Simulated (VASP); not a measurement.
# SnSe in VASP: notebook, part 2 of 2

VASP 6.6.1. The steps go on from the part before.

### Step 5. Single point, PBEsol+D3(BJ)

This run uses another cell than the first one, of 28.98 Å³/atom, 1.108 times its volume.

File INCAR:

```
SYSTEM = SnSe
PREC = Accurate
ENCUT = 520
EDIFF = 1E-6
ISMEAR = 0
SIGMA = 0.03
LREAL = .False.
LASPH = .True.
NELM = 80
ALGO = Normal
ISIF = 2
LWAVE = .False.
LCHARG = .True.
GGA = PS
IVDW = 12
LELF = .True.
LVHAR = .True.
NBANDS = 28
```

File KPOINTS:

```
regular mesh
0
Gamma
  8 8 6
  0 0 0
```

File POSCAR:

```
SnSe
1.0
    4.1533205440      0.0000000000      0.0000000000
    0.0000000000      4.1533205440      0.0000000000
    0.0000000000      0.0000000000      6.7200000000
Sn Se
2 2
Direct
    0.5000000000      0.0000000000      0.2500241371
    0.0000000000      0.5000000000      0.7499758629
    0.5000000000      0.0000000000      0.7499817524
    0.0000000000      0.5000000000      0.2500182476
```

Potentials or basis: VASP PAW PBE potentials, release 64 (Sn_d, Se).

Command:

```
$ cat potpaw_PBE.64/Sn_d/POTCAR potpaw_PBE.64/Se/POTCAR > POTCAR
$ mpirun -np 1 vasp_std > vasp.out
```

OUTCAR:

```text
SYSTEM = SnSe
   PREC = Accurate
   ENCUT = 520
   EDIFF = 1E-6
   ISMEAR = 0
   LREAL = .False.
   LASPH = .True.
   NELM = 80
   ISIF = 2
   GGA = PS
   IVDW = 12
 IVDW          = 12

 ion  position               nearest neighbor table
   1  0.500  0.000  0.250-   4 2.94   4 2.94   4 2.94   4 2.94
   2  0.000  0.500  0.750-   3 2.94   3 2.94   3 2.94   3 2.94
   3  0.500  0.000  0.750-   2 2.94   2 2.94   2 2.94   2 2.94
   4  0.000  0.500  0.250-   1 2.94   1 2.94   1 2.94   1 2.94

  LATTYP: Found a simple tetragonal cell.
 ALAT       =     4.1533205440
 C/A-ratio  =     1.6179825103

  Lattice vectors:

 A1 = (   4.1533205440,   0.0000000000,   0.0000000000)
 A2 = (   0.0000000000,   4.1533205440,   0.0000000000)
 A3 = (   0.0000000000,   0.0000000000,   6.7200000000)

Analysis of symmetry for initial positions (statically):
=====================================================================
 Subroutine PRICEL returns:
 Original cell was already a primitive cell.

 Routine SETGRP: Setting up the symmetry group for a
 simple tetragonal supercell.

 Subroutine GETGRP returns: Found 16 space group operations
 (whereof  8 operations were pure point group operations)
 out of a pool of 16 trial point group operations.

The static configuration has the point symmetry D_2d.
 The point group associated with its full space group is D_4h.

Analysis of symmetry for dynamics (positions and initial velocities):
=====================================================================
 Subroutine PRICEL returns:
 Original cell was already a primitive cell.

 Routine SETGRP: Setting up the symmetry group for a
 simple tetragonal supercell.

 Subroutine GETGRP returns: Found 16 space group operations
 (whereof  8 operations were pure point group operations)
 out of a pool of 16 trial point group operations.

The dynamic configuration has the point symmetry D_2d.
 The point group associated with its full space group is D_4h.

 Subroutine INISYM returns: Found 16 space group operations
[... 122 lines left out ...]
  volume/ion in A,a.u.               =      28.98       195.57
  Fermi-wavevector in a.u.,A,eV,Ry     =   1.148263  2.169903 17.939395  1.318508
  Thomas-Fermi vector in A             =   2.284939
   LORBIT       =      0    0 simple, 1 ext, 2 COOP (PROOUT), +10 PAW based schemes
   GGA     = PS    functional components
   LHFCALC =     F    Hartree Fock is set to
   AEXX    =    0.0000 exact exchange contribution
   IVDW    =    12    specifies the selected vdW correction
   LEPSILON=     F    determine dielectric tensor
   LRPA    =     F    only Hartree local field effects (RPA)
 non-spin polarized calculation
 Gauss-broadening in eV      SIGMA  =   0.03
  energy-cutoff  :      520.00
  volume of cell :      115.92
 maximum number of plane-waves:      3153
 NGX is ok and might be reduce to    32
   NGX = 15   NGY = 15   NGZ = 25

 number of electron      39.9999995 magnetization

 Free energy of the ion-electron system (eV)
  ---------------------------------------------------
  ext. energy  EPLUGINS =         0.00000000
  ---------------------------------------------------
  free energy    TOTEN  =       -17.49843183 eV

  energy without entropy =      -17.49801535  energy(sigma->0) =      -17.49822359

 E-fermi :   5.0416     XC(G=0):  -9.4794

 val. band max:        5.0197922093   @ k =   0.5000   0.1250   0.5000
 cond. band min:       5.0633534267   @ k =   0.5000   0.0000   0.3333
 fundamental gap:      0.0435612174
 Fermi energy:         5.0415748723

 k-point     1 :       0.0000    0.0000    0.0000
  band No.  band energies     occupation
      1     -16.7543      2.00000
      2     -16.7419      2.00000
      3     -16.7168      2.00000
      4     -16.7168      2.00000
      5     -16.7073      2.00000
      6     -16.7073      2.00000
[... 733 lines left out ...]
     27      10.9439      0.00000
     28      10.9439      0.00000

 [... further k-points ...]

------------------------ aborting loop because EDIFF is reached ----------------------------------------

 Edisp (eV)   -1.24395

 E8    (eV) :    -0.8363

  FORCE on cell =-STRESS in cart. coord.  units (eV):
  Direction    XX          YY          ZZ          XY          YZ          ZX
  --------------------------------------------------------------------------------------
  -------------------------------------------------------------------------------------
  Total      -0.99758    -0.99758    -6.90162     0.00000    -0.00000     0.00000
  in kB     -13.78790   -13.78790   -95.38971     0.00000    -0.00000     0.00000
  external pressure =      -40.99 kB  Pullay stress =        0.00 kB

 VOLUME and BASIS-vectors are now :
 -----------------------------------------------------------------------------
  energy-cutoff  :      520.00
  volume of cell :      115.92
      direct lattice vectors                 reciprocal lattice vectors
     4.153320544  0.000000000  0.000000000     0.240771207  0.000000000  0.000000000
     0.000000000  4.153320544  0.000000000     0.000000000  0.240771207  0.000000000
     0.000000000  0.000000000  6.720000000     0.000000000  0.000000000  0.148809524

 POSITION                                       TOTAL-FORCE (eV/Angst)
 -----------------------------------------------------------------------------------
      2.07666      0.00000      1.68016        -0.000000      0.000000      0.000239
      0.00000      2.07666      5.03984         0.000000      0.000000     -0.000239
      2.07666      0.00000      5.03988        -0.000000      0.000000     -0.000260
      0.00000      2.07666      1.68012         0.000000      0.000000      0.000260
 -----------------------------------------------------------------------------------
    total drift:                                0.000000      0.000000      0.000000

  FREE ENERGIE OF THE ION-ELECTRON SYSTEM (eV)
  ---------------------------------------------------
  free  energy   TOTEN  =       -18.7423839694 eV

  energy  without entropy=      -18.7419674932  energy(sigma->0) =      -18.74217573
```

OSZICAR:

```text
N       E                     dE             d eps       ncg     rms          rms(c)
DAV:   1     0.360781046012E+03    0.36078E+03   -0.19277E+04  3392   0.178E+03
DAV:   2     0.329301306281E+02   -0.32785E+03   -0.31876E+03  3376   0.459E+02
DAV:   3    -0.156077236870E+02   -0.48538E+02   -0.47416E+02  4120   0.155E+02
DAV:   4    -0.178947355393E+02   -0.22870E+01   -0.22746E+01  3924   0.350E+01
DAV:   5    -0.179501525866E+02   -0.55417E-01   -0.55407E-01  4268   0.603E+00    0.426E+00
DAV:   6    -0.175094083731E+02    0.44074E+00   -0.96250E-01  4508   0.540E+00    0.251E+00
DAV:   7    -0.174998659058E+02    0.95425E-02   -0.20016E-01  4140   0.190E+00    0.120E+00
DAV:   8    -0.174988171843E+02    0.10487E-02   -0.22840E-02  3852   0.105E+00    0.151E-01
DAV:   9    -0.174983250982E+02    0.49209E-03   -0.36764E-03  4080   0.394E-01    0.612E-02
DAV:  10    -0.174984178500E+02   -0.92752E-04   -0.40966E-04  3748   0.104E-01    0.293E-02
DAV:  11    -0.174984319032E+02   -0.14053E-04   -0.50600E-05  4440   0.487E-02    0.578E-03
DAV:  12    -0.174984318280E+02    0.75244E-07   -0.39273E-06  3232   0.993E-03
   1 F= -.18742384E+02 E0= -.18742176E+02  d E =-.416476E-03
```

stdout:

```text
POSCAR found type information on POSCAR SnSe
 POSCAR found :  2 types and       4 ions
 scaLAPACK will be used
 -----------------------------------------------------------------------------
|                                                                             |
|                                                                             |
|     You enforced a specific xc type in the INCAR file but a different       |
|     I HOPE YOU KNOW WHAT YOU ARE DOING!                                     |
|                                                                             |
 -----------------------------------------------------------------------------

 LDA part: xc-table for (Slater+PW92), standard interpolation
 POSCAR, INCAR and KPOINTS ok, starting setup
 FFT: planning ... GRIDC
 FFT: planning ... GRID_SOFT
 FFT: planning ... GRID
 WAVECAR not read
 entering main loop
```

Wall time 94 s (1 thread of Intel Xeon Platinum 8488C (Sapphire Rapids), shared host); peak memory 0.32 GiB.

What came out:

```
Free energy                : -18.7424 eV
Pressure                   : -4.1 GPa
Band gap on the k mesh     : zero (band 20 reaches 5.06 eV, above the bottom of band 21 at 5.02 eV)
Dispersion energy per atom : -0.311 eV
```

Levels at points of the mesh, in eV from the Fermi level:
```
           k point  band 16  band 17  band 18  band 19  band 20  band 21  band 22  band 23  band 24  band 25
(0.00, 0.00, 0.00)    -3.50    -3.50    -2.68    -2.68    -1.68     2.29     3.14     4.29     4.85     4.85
(0.50, 0.00, 0.00)    -3.49    -1.98    -1.98    -0.15    -0.15     0.80     0.80     1.48     1.48     2.45
(0.50, 0.50, 0.00)    -5.51    -4.42    -4.42    -3.03    -3.03     2.81     2.81     3.24     3.24     5.94
(0.00, 0.00, 0.50)    -3.12    -3.12    -3.12    -2.71    -2.71     1.76     1.76     3.82     3.82     4.88
(0.50, 0.00, 0.50)    -2.20    -1.94    -1.94    -0.36    -0.36     0.36     0.36     0.87     0.87     1.31
(0.50, 0.50, 0.50)    -5.03    -5.03    -5.03    -1.57    -1.57     0.89     0.89     4.52     4.52     4.52
```

Caveat: the PAW data sets were made with another functional, which shifts forces and pressure a little; spin-orbit coupling is left out, which moves the levels of the heavy elements; pairwise dispersion overbinds metals, which lowers pressure and volume.

### Step 6. Summary

| cell | gap on the mesh (eV) | pressure (GPa) |
| --- | --- | --- |
| a = 3.946, b = 3.946, c = 6.720 Å, 4 atoms | none | 2.6 |
| a = 4.049, b = 4.049, c = 6.403 Å, 4 atoms | none | -0.4 |
| a = 4.049, b = 4.049, c = 6.720 Å, 4 atoms | none | -1.4 |
| a = 4.153, b = 4.153, c = 6.720 Å, 4 atoms | none | -4.1 |

Alike in all rows: task single point; level PBEsol+D3(BJ); potentials or basis VASP PAW PBE potentials, release 64 (Sn_d, Se); no spin polarisation; k mesh 8 × 8 × 6; cutoff (eV) 520; smearing gaussian 0.03 eV.

Caveats: the PAW data sets were made with another functional, which shifts forces and pressure a little; spin-orbit coupling is left out, which moves the levels of the heavy elements; pairwise dispersion overbinds metals, which lowers pressure and volume.

Total energies depend on the potentials used, so only differences within one code and one set of settings carry meaning.
